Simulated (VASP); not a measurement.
# Al (P6_3/mmc) in VASP: notebook, part 3 of 3

VASP 6.6.1.

## Step 5: Single point, r2SCAN (strain -0.050 along x and y, -0.025 along z)

File POSCAR:

```
Al
1.0
    2.6718325839      0.0000000000      0.0000000000
   -1.3359162919      2.3138748923      0.0000000000
    0.0000000000      0.0000000000      4.7451787500
Al
2
Direct
    0.6666666667      0.3333333333      0.7500000000
    0.3333333333      0.6666666667      0.2500000000
```

File INCAR.step1:

```
PREC = Accurate
ENCUT = 520
ISMEAR = 0
SIGMA = 0.15
LREAL = F
LASPH = T
NELM = 80
NBANDS = 10
GGA = PE
ALGO = Normal
EDIFF = 1E-4
LWAVE = T
LCHARG = F
```

File INCAR.step2:

```
PREC = Accurate
ENCUT = 520
EDIFF = 1E-6
ISMEAR = 0
SIGMA = 0.15
LREAL = F
LASPH = T
NELM = 80
ALGO = Normal
ISIF = 2
LWAVE = F
LCHARG = T
METAGGA = R2SCAN
LMIXTAU = T
LELF = T
LVHAR = T
NBANDS = 10
ISTART = 1
```

File KPOINTS:

```
regular mesh
0
Gamma
  18 18 10
```

Potentials or basis: VASP PAW PBE potentials, release 64 (Al).

On the command line:

```bash
> cat potpaw_PBE.64/Al/POTCAR > POTCAR
> cp INCAR.step1 INCAR
> mpirun -np 1 vasp_std > vasp.out
> cp INCAR.step2 INCAR
> mpirun -np 1 vasp_std > vasp.out
```

OUTCAR:

```text
PREC = Accurate
   ENCUT = 520
   EDIFF = 1E-6
   ISMEAR = 0
   LREAL = F
   LASPH = T
   NELM = 80
   ISIF = 2
   METAGGA = R2SCAN
   ISTART = 1

 ion  position               nearest neighbor table
   1  0.667  0.333  0.750-   2 2.83   2 2.83   2 2.83   2 2.83   2 2.83   2 2.83
   2  0.333  0.667  0.250-   1 2.83   1 2.83   1 2.83   1 2.83   1 2.83   1 2.83

  LATTYP: Found a hexagonal cell.
 ALAT       =     2.6718325839
 C/A-ratio  =     1.7760015274

  Lattice vectors:

 A1 = (   2.6718325839,   0.0000000000,   0.0000000000)
 A2 = (  -1.3359162919,   2.3138748923,   0.0000000000)
 A3 = (   0.0000000000,   0.0000000000,   4.7451787500)

Analysis of symmetry for initial positions (statically):
=====================================================================
 Subroutine PRICEL returns:
 Original cell was already a primitive cell.

 Routine SETGRP: Setting up the symmetry group for a
 hexagonal supercell.

 Subroutine GETGRP returns: Found 24 space group operations
 (whereof 12 operations were pure point group operations)
 out of a pool of 24 trial point group operations.

The static configuration has the point symmetry D_3d.
 The point group associated with its full space group is D_6h.

Analysis of symmetry for dynamics (positions and initial velocities):
=====================================================================
 Subroutine PRICEL returns:
 Original cell was already a primitive cell.

 Routine SETGRP: Setting up the symmetry group for a
 hexagonal supercell.

 Subroutine GETGRP returns: Found 24 space group operations
 (whereof 12 operations were pure point group operations)
 out of a pool of 24 trial point group operations.

The dynamic configuration has the point symmetry D_3d.
 The point group associated with its full space group is D_6h.

 Subroutine INISYM returns: Found 24 space group operations
 (whereof 12 operations are pure point group operations),
 and found     1 'primitive' translations
[... 114 lines left out ...]
     AMIX     =   0.40;   BMIX     =  1.00
     AMIX_MAG =   1.60;   BMIX_MAG =  1.00
  volume/ion in A,a.u.               =      14.67        98.98
  Fermi-wavevector in a.u.,A,eV,Ry     =   0.964550  1.822735 12.658268  0.930356
  Thomas-Fermi vector in A             =   2.094191
   LORBIT       =      0    0 simple, 1 ext, 2 COOP (PROOUT), +10 PAW based schemes
   METAGGA = R2SCAN    functional components
   LHFCALC =     F    Hartree Fock is set to
   AEXX    =    0.0000 exact exchange contribution
   IVDW    =     0    specifies the selected vdW correction
   LEPSILON=     F    determine dielectric tensor
   LRPA    =     F    only Hartree local field effects (RPA)
 non-spin polarized calculation
 Gauss-broadening in eV      SIGMA  =   0.15
  energy-cutoff  :      520.00
  volume of cell :       29.34
 maximum number of plane-waves:       825
 NGX is ok and might be reduce to    20
   NGX =  9   NGY =  9   NGZ = 17

 number of electron       6.0000000 magnetization

 Free energy of the ion-electron system (eV)
  ---------------------------------------------------
  ext. energy  EPLUGINS =         0.00000000
  ---------------------------------------------------
  free energy    TOTEN  =       -13.29277343 eV

  energy without entropy =      -13.28577057  energy(sigma->0) =      -13.28927200

 E-fermi :   9.2729     XC(G=0): -11.3529

 val. band max:        9.2438399524   @ k =   0.4444   0.1111   0.1000
 cond. band min:       9.2740710163   @ k =   0.2778   0.2222   0.1000
 fundamental gap:      0.0302310639
 Fermi energy:         9.2729307741

 k-point     1 :       0.0000    0.0000    0.0000
  band No.  band energies     occupation
      1      -3.4123      2.00000
      2       3.3029      2.00000
      3       3.4894      2.00000
      4      21.1220      0.00000
      5      22.8046      0.00000
      6      22.8046      0.00000
      7      23.1599      0.00000
      8      23.1903      0.00000
      9      23.1903      0.00000
     10      26.8354      0.00000
[... 287 lines left out ...]
 k-point    24 :       0.3889    0.1111    0.0000
  band No.  band energies     occupation
      1       2.4851      2.00000
      2       5.4595      2.00000
      3       8.9593      1.99690
      4       9.3232      0.63584
      5      11.7325      0.00000
      6      12.0685      0.00000
      7      14.6745      0.00000
      8      19.7199      0.00000
      9      20.0134      0.00000
     10      22.5549      0.00000

 [... further k-points ...]
[... 5 lines left out ...]
  --------------------------------------------------------------------------------------
  -------------------------------------------------------------------------------------
  Total        2.5006223      2.5006223      0.5388111      0.0000000      0.0000000      0.0000000
  in kB      136.5705270    136.5705270     29.4269641      0.0000000      0.0000000      0.0000000
  external PRESSURE =     100.8560060 kB  Pullay stress =       0.0000000 kB

 VOLUME and BASIS-vectors are now :
 -----------------------------------------------------------------------------
  energy-cutoff  :      520.00
  volume of cell :       29.34
      direct lattice vectors                 reciprocal lattice vectors
     2.671832584  0.000000000  0.000000000     0.374274947  0.216087742  0.000000000
    -1.335916292  2.313874892  0.000000000     0.000000000  0.432175483  0.000000000
     0.000000000  0.000000000  4.745178750     0.000000000  0.000000000  0.210740217

 POSITION                                       TOTAL-FORCE (eV/Angst)
 -----------------------------------------------------------------------------------
      1.33592      0.77129      3.55888         0.000000     -0.000000      0.000000
     -0.00000      1.54258      1.18629        -0.000000      0.000000      0.000000
 -----------------------------------------------------------------------------------
    total drift:                                0.000000     -0.000000      0.000000

  FREE ENERGIE OF THE ION-ELECTRON SYSTEM (eV)
  ---------------------------------------------------
  free  energy   TOTEN  =       -13.2927734250 eV

  energy  without entropy=      -13.2857705716  energy(sigma->0) =      -13.28927200
```

OSZICAR.step1:

```text
N       E                     dE             d eps       ncg     rms          rms(c)
DAV:   1     0.270225920491E+00    0.27023E+00   -0.23810E+03  4440   0.481E+02
DAV:   2    -0.716061790655E+01   -0.74308E+01   -0.71364E+01  5912   0.561E+01
DAV:   3    -0.731201165649E+01   -0.15139E+00   -0.15067E+00  5834   0.646E+00
DAV:   4    -0.731258683031E+01   -0.57517E-03   -0.57511E-03  5340   0.453E-01
DAV:   5    -0.731259127248E+01   -0.44422E-05   -0.44414E-05  5362   0.400E-02    0.217E+00
DAV:   6    -0.728015005325E+01    0.32441E-01   -0.25259E-03  4976   0.266E-01    0.126E+00
DAV:   7    -0.725748389351E+01    0.22666E-01   -0.72197E-03  4684   0.422E-01    0.193E-01
DAV:   8    -0.725736756456E+01    0.11633E-03   -0.14253E-04  5550   0.658E-02    0.668E-02
DAV:   9    -0.725736077021E+01    0.67943E-05   -0.68289E-06  2558   0.126E-02
   1 F= -.72573608E+01 E0= -.72535540E+01  d E =-.761349E-02
```

It took 2.2 min on 1 thread of Intel Xeon Platinum 8259CL at 2.50GHz (Skylake/Cascade Lake), shared host; peak memory 0.17 GiB.

Results:

```yaml
Free_energy: -13.2928 eV
Pressure: 10.1 GPa
Band_gap_on_the_k_mesh: zero (band 3 reaches 13.15 eV, above the bottom of band 4 at 6.04 eV)
```

Caveat: the cell differs from its parent crystal (strain -0.050 along x and y, -0.025 along z); the PAW data sets were made with another functional, which shifts forces and pressure a little.

## Step 6: Single point, r2SCAN (strain -0.050 along x and y, +0.000 along z)

POSCAR, as its differences from that of step 5:

```diff
@@ -4,3 +4,3 @@
    -1.3359162919      2.3138748923      0.0000000000
-    0.0000000000      0.0000000000      4.7451787500
+    0.0000000000      0.0000000000      4.8668500000
 Al
```

File INCAR.step1:

```
SYSTEM = Al
ALGO = Normal
EDIFF = 1E-4
ENCUT = 520
GGA = PE
ISMEAR = 0
LASPH = .TRUE.
LCHARG = .FALSE.
LREAL = .FALSE.
LWAVE = .TRUE.
NBANDS = 10
NELM = 80
PREC = Accurate
SIGMA = 0.15
```

File INCAR.step2:

```
SYSTEM = Al
ALGO = Normal
EDIFF = 1E-6
ENCUT = 520
ISIF = 2
ISMEAR = 0
ISTART = 1
LASPH = .TRUE.
LCHARG = .FALSE.
LMIXTAU = .TRUE.
LREAL = .FALSE.
LWAVE = .FALSE.
METAGGA = R2SCAN
NBANDS = 10
NELM = 80
PREC = Accurate
SIGMA = 0.15
```

File KPOINTS:

```
k-points
0
G
  18 18 10
  0 0 0
```

Potentials or basis: VASP PAW PBE potentials, release 64 (Al).

On the command line:

```bash
> cat potpaw_PBE.64/Al/POTCAR > POTCAR
> cp INCAR.step1 INCAR
> mpirun -np 1 vasp_std > vasp.out
> cp INCAR.step2 INCAR
> mpirun -np 1 vasp_std > vasp.out
```

Run time: 2.1 min. Hardware: 1 thread of Intel Xeon Platinum 8259CL at 2.50GHz (Skylake/Cascade Lake), shared host; peak memory 0.18 GiB.

The run converged. Its results:

- Free energy: -13.2965 eV
- Pressure: 7.8 GPa
- Band gap on the k mesh: zero (band 3 reaches 12.53 eV, above the bottom of band 4 at 5.86 eV)

Stress tensor (GPa, compression positive):
```
12.14  0.00  0.00
 0.00 12.14  0.00
 0.00  0.00 -0.97
```

Levels at points of the mesh, in eV from the Fermi level:
```
           k point  band 1  band 2  band 3  band 4  band 5  band 6
(0.00, 0.00, 0.00)  -12.49   -6.05   -5.96   11.18   12.71   13.73
(0.50, 0.00, 0.00)   -5.53   -5.27    0.48    0.67    1.23    1.52
(0.00, 0.00, 0.50)  -10.84  -10.84    1.76    1.76   14.51   14.51
(0.50, 0.00, 0.50)   -4.36   -4.36   -3.12   -3.12    7.71    7.71
```

Caveat: the cell differs from its parent crystal (strain -0.050 along x and y, +0.000 along z); the PAW data sets were made with another functional, which shifts forces and pressure a little.

## Step 7: Overview

```csv
cell,gap on the mesh (eV),pressure (GPa)
"a = 2.953, b = 2.953, c = 4.867 Å, angles 90.0, 90.0, 120.0°, 2 atoms",none,-9.1
"a = 2.883, b = 2.883, c = 5.110 Å, angles 90.0, 90.0, 120.0°, 2 atoms",none,-8.7
"a = 2.672, b = 2.672, c = 4.624 Å, angles 90.0, 90.0, 120.0°, 2 atoms",none,12.9
"a = 2.672, b = 2.672, c = 4.745 Å, angles 90.0, 90.0, 120.0°, 2 atoms",none,10.1
"a = 2.672, b = 2.672, c = 4.867 Å, angles 90.0, 90.0, 120.0°, 2 atoms",none,7.8
```

Alike in all rows: task single point; level r2SCAN; potentials or basis VASP PAW PBE potentials, release 64 (Al); no spin polarisation; k mesh 18 × 18 × 10; cutoff (eV) 520; smearing gaussian 0.15 eV.

Caveats: the PAW data sets were made with another functional, which shifts forces and pressure a little.

Total energies depend on the potentials used, so only differences within one code and one set of settings carry meaning.
